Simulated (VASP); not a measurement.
# ZnS (wurtzite type) (P6_3mc) in VASP: relaxation of cell and atoms with PBE

Aim: the relaxation of cell and atoms of ZnS (wurtzite type) with PBE.

Program: VASP 6.6.1. These are calculated values, not measurements. Logs are shortened: lines on timing, memory, paths and dates and some standing lists are left out, and cuts for length are marked.

### 1 The cell of the first run

It takes space group P6_3mc (No. 186, hexagonal). The conventional cell has a = 3.802 Å, b = 3.802 Å, c = 6.197 Å, α = 90.00°, β = 90.00°, γ = 120.00°. Within 3.1 Å of Zn (site symmetry 3m) lie 4 S at 2.33 Å. Within 3.1 Å of S (site symmetry 3m) lie 4 Zn at 2.33 Å.

### 2 Relaxation of cell and atoms, PBE

INCAR

```
SYSTEM = ZnS
PREC = Accurate
ENCUT = 600
EDIFF = 1E-6
ISMEAR = -1
SIGMA = 0.05
LREAL = .FALSE.
LASPH = .TRUE.
NELM = 60
ALGO = Normal
ISIF = 3
LWAVE = .FALSE.
LCHARG = .FALSE.
GGA = PE
IBRION = 2
NSW = 60
EDIFFG = -0.005
```

KPOINTS

```
Automatic mesh
0
G
  10 10 6
  0 0 0
```

POSCAR

```
ZnS
1.0
    3.8020776069      0.0000000000      0.0000000000
   -1.9010388034      3.2926957947      0.0000000000
    0.0000000000      0.0000000000      6.1973864992
Zn S
2 2
Direct
    0.3333333333      0.6666666667      0.0000000000
    0.6666666667      0.3333333333      0.5000000000
    0.3333333333      0.6666666667      0.3760000000
    0.6666666667      0.3333333333      0.8760000000
```

Potentials or basis: VASP PAW PBE potentials, release 64 (Zn, S).

Run with:

```
$ cat potpaw_PBE.64/Zn/POTCAR potpaw_PBE.64/S/POTCAR > POTCAR
$ mpirun -np 1 vasp_std > vasp.out
```

OUTCAR:

```text
SYSTEM = ZnS
   PREC = Accurate
   ENCUT = 600
   EDIFF = 1E-6
   ISMEAR = -1
   LREAL = .FALSE.
   LASPH = .TRUE.
   NELM = 60
   ISIF = 3
   GGA = PE
   IBRION = 2
   NSW = 60
   EDIFFG = -0.005

 ion  position               nearest neighbor table
   1  0.333  0.667  0.000-   4 2.33   4 2.33   4 2.33   3 2.33
   2  0.667  0.333  0.500-   3 2.33   3 2.33   3 2.33   4 2.33
   3  0.333  0.667  0.376-   2 2.33   2 2.33   2 2.33   1 2.33
   4  0.667  0.333  0.876-   1 2.33   1 2.33   1 2.33   2 2.33

  LATTYP: Found a hexagonal cell.
 ALAT       =     3.8020776069
 C/A-ratio  =     1.6300000000

  Lattice vectors:

 A1 = (   3.8020776069,   0.0000000000,   0.0000000000)
 A2 = (  -1.9010388034,   3.2926957947,   0.0000000000)
 A3 = (   0.0000000000,   0.0000000000,   6.1973864992)

Analysis of symmetry for initial positions (statically):
=====================================================================
 Subroutine PRICEL returns:
 Original cell was already a primitive cell.

 Routine SETGRP: Setting up the symmetry group for a
 hexagonal supercell.

 Subroutine GETGRP returns: Found 12 space group operations
 (whereof  6 operations were pure point group operations)
 out of a pool of 24 trial point group operations.

The static configuration has the point symmetry C_3v.
 The point group associated with its full space group is C_6v.

Analysis of symmetry for dynamics (positions and initial velocities):
=====================================================================
 Subroutine PRICEL returns:
 Original cell was already a primitive cell.

 Routine SETGRP: Setting up the symmetry group for a
 hexagonal supercell.

 Subroutine GETGRP returns: Found 12 space group operations
 (whereof  6 operations were pure point group operations)
 out of a pool of 24 trial point group operations.

The dynamic configuration has the point symmetry C_3v.
 The point group associated with its full space group is C_6v.

 Subroutine INISYM returns: Found 12 space group operations
 (whereof  6 operations are pure point group operations),
 and found     1 'primitive' translations

----------------------------------------------------------------------------------------

                                     Primitive cell

  volume of cell :      77.5856

[... 111 lines left out ...]
     AMIX     =   0.40;   BMIX     =  1.00
     AMIX_MAG =   1.60;   BMIX_MAG =  1.00
  volume/ion in A,a.u.               =      19.40       130.89
  Fermi-wavevector in a.u.,A,eV,Ry     =   1.267405  2.395047 21.855234  1.606314
  Thomas-Fermi vector in A             =   2.400554
   LORBIT       =      0    0 simple, 1 ext, 2 COOP (PROOUT), +10 PAW based schemes
   GGA     = PE    functional components
   LHFCALC =     F    Hartree Fock is set to
   AEXX    =    0.0000 exact exchange contribution
   IVDW    =     0    specifies the selected vdW correction
   LEPSILON=     F    determine dielectric tensor
   LRPA    =     F    only Hartree local field effects (RPA)
 conjugate gradient relaxation of ions
 non-spin polarized calculation
  energy-cutoff  :      600.00
  volume of cell :       77.59
 maximum number of plane-waves:      2615
   NGX = 15   NGY = 15   NGZ = 25

--------------------------------------- Ionic step        1  -------------------------------------------

 number of electron      36.0000042 magnetization

 Free energy of the ion-electron system (eV)
  ---------------------------------------------------
  ext. energy  EPLUGINS =         0.00000000
  ---------------------------------------------------
  free energy    TOTEN  =       -13.66077102 eV

  energy without entropy =      -13.66077102  energy(sigma->0) =      -13.66077102

------------------------ aborting loop because EDIFF is reached ----------------------------------------

  FORCE on cell =-STRESS in cart. coord.  units (eV):
  Direction    XX          YY          ZZ          XY          YZ          ZX
  --------------------------------------------------------------------------------------
  -------------------------------------------------------------------------------------
  Total        1.4551268      1.4551268      1.7251585      0.0000000      0.0000000      0.0000000
  in kB       30.0490167     30.0490167     35.6252906      0.0000000      0.0000000      0.0000000
  external PRESSURE =      31.9077747 kB  Pullay stress =       0.0000000 kB
[... 95 lines left out ...]
  FREE ENERGIE OF THE ION-ELECTRON SYSTEM (eV)
  ---------------------------------------------------
  free  energy   TOTEN  =       -13.6929441999 eV

  energy  without entropy=      -13.6929441999  energy(sigma->0) =      -13.69294420

[... ionic steps 4 to 7 ...]

--------------------------------------- Ionic step        8  -------------------------------------------

 number of electron      36.0000021 magnetization

------------------------ aborting loop because EDIFF is reached ----------------------------------------
[... 71 lines left out ...]
--------------------------------------- Ionic step       10  -------------------------------------------

 number of electron      36.0000021 magnetization

 Free energy of the ion-electron system (eV)
  ---------------------------------------------------
  ext. energy  EPLUGINS =         0.00000000
  ---------------------------------------------------
  free energy    TOTEN  =       -13.69322891 eV

  energy without entropy =      -13.69322891  energy(sigma->0) =      -13.69322891

 E-fermi :   2.9105     XC(G=0):  -9.5055

 val. band max:        1.8923561343   @ k =   0.0000   0.0000   0.0000
 cond. band min:       3.9645947303   @ k =   0.0000   0.0000   0.0000
 fundamental gap:      2.0722385960
 Fermi energy:         2.9105404161

 k-point     1 :       0.0000    0.0000    0.0000
  band No.  band energies     occupation
      1     -11.0993      2.00000
      2     -10.2139      2.00000
      3      -4.3550      2.00000
      4      -4.3430      2.00000
      5      -4.3430      2.00000
      6      -4.2651      2.00000
[... 589 lines left out ...]
     21       7.4732      0.00000
     22       8.3023      0.00000

 [... further k-points ...]

------------------------ aborting loop because EDIFF is reached ----------------------------------------

  FORCE on cell =-STRESS in cart. coord.  units (eV):
  Direction    XX          YY          ZZ          XY          YZ          ZX
  --------------------------------------------------------------------------------------
  -------------------------------------------------------------------------------------
  Total       -0.0020351     -0.0020351      0.0128071     -0.0000000      0.0000000      0.0000000
  in kB       -0.0402909     -0.0402909      0.2535579     -0.0000000      0.0000000      0.0000000
  external PRESSURE =       0.0576587 kB  Pullay stress =       0.0000000 kB
[... 19 lines left out ...]
  FREE ENERGIE OF THE ION-ELECTRON SYSTEM (eV)
  ---------------------------------------------------
  free  energy   TOTEN  =       -13.6932289060 eV

  energy  without entropy=      -13.6932289060  energy(sigma->0) =      -13.69322891

 reached required accuracy - stopping structural energy minimisation
```

OSZICAR:

```text
N       E                     dE             d eps       ncg     rms          rms(c)
DAV:   1     0.253080400158E+03    0.25308E+03   -0.19156E+04  2464   0.220E+03
DAV:   2     0.101265396679E+02   -0.24295E+03   -0.23684E+03  2560   0.407E+02
DAV:   3    -0.139210588953E+02   -0.24048E+02   -0.23926E+02  2938   0.126E+02
[... 77 lines left out ...]
DAV:   1    -0.136933531064E+02   -0.14045E-03   -0.29610E-03  2812   0.872E-01    0.888E-02
DAV:   2    -0.136932425718E+02    0.11053E-03   -0.66032E-04  2812   0.559E-01    0.346E-02
DAV:   3    -0.136932321440E+02    0.10428E-04   -0.36195E-05  2702   0.418E-02    0.167E-02
DAV:   4    -0.136932289668E+02    0.31773E-05   -0.25932E-06  2092   0.121E-02    0.616E-03
DAV:   5    -0.136932289060E+02    0.60759E-07   -0.29252E-07  1274   0.172E-02
  10 F= -.13693229E+02 E0= -.13693229E+02  d E =0.986322E-06
```

CONTCAR:

```text
ZnS
   1.00000000000000
     3.8484103305432256    0.0000000000007038    0.0000000000000000
    -1.9242051652203938    3.3328211103999128   -0.0000000000000000
    -0.0000000000000000   -0.0000000000000000    6.3094553414458483
  Zn              S
     2     2
Direct
     0.3333333332999970    0.6666666667000030    0.0007419238811292
     0.6666666667000030    0.3333333332999970    0.5007419238811294
     0.3333333332999970    0.6666666667000030    0.3752580761188685
     0.6666666667000030    0.3333333332999970    0.8752580761188683

  0.00000000E+00  0.00000000E+00  0.00000000E+00
  0.00000000E+00  0.00000000E+00  0.00000000E+00
  0.00000000E+00  0.00000000E+00  0.00000000E+00
  0.00000000E+00  0.00000000E+00  0.00000000E+00
```

Run time: 11 min. Hardware: 1 thread of Intel Xeon 8259CL, shared host; peak memory 0.27 GiB.

Results:

```
Free energy                           : -13.6932 eV
Relaxed volume                        : 20.23 Å³/atom
Relaxed cell                          : a = 3.848 Å, b = 3.848 Å, c = 6.309 Å, α = 90.00°, β = 90.00°, γ = 120.00°
Space group after relaxing (to 0.1 Å) : P6_3mc (No. 186)
Energy gained by relaxing             : 8.1 meV/atom
Ionic steps                           : 10
Pressure after relaxing               : 0.0 GPa
Band gap on the k mesh                : 2.07 eV
```

The path:
| step | energy change (eV) | largest force (eV/Å) | pressure (GPa) | volume (Å³) |
| --- | --- | --- | --- | --- |
| 1 | 0.0000 | 0.0202 | 3.19 | 77.59 |
| 2 | -0.0291 | 0.0193 | -0.86 | 82.00 |
| 3 | -0.0322 | 0.0204 | -0.01 | 80.93 |
| 4 | -0.0322 | 0.0204 | 0.08 | 80.86 |
| 5 | -0.0323 | 0.0176 | 0.06 | 80.85 |
| 6 | -0.0324 | 0.0109 | 0.02 | 80.85 |
| 7 | -0.0325 | 0.0019 | -0.03 | 80.89 |
| 8 | -0.0325 | 0.0011 | 0.04 | 80.88 |
| 9 | -0.0324 | 0.0041 | -0.05 | 80.98 |
| 10 | -0.0325 | 0.0015 | 0.01 | 80.93 |

Final structure:
```
Zn S
1.0
     3.84841    0.00000    0.00000
    -1.92421    3.33282    0.00000
     0.00000    0.00000    6.30946
Zn S
2 2
Direct
  0.33333 0.66667 0.00074
  0.66667 0.33333 0.50074
  0.33333 0.66667 0.37526
  0.66667 0.33333 0.87526
```
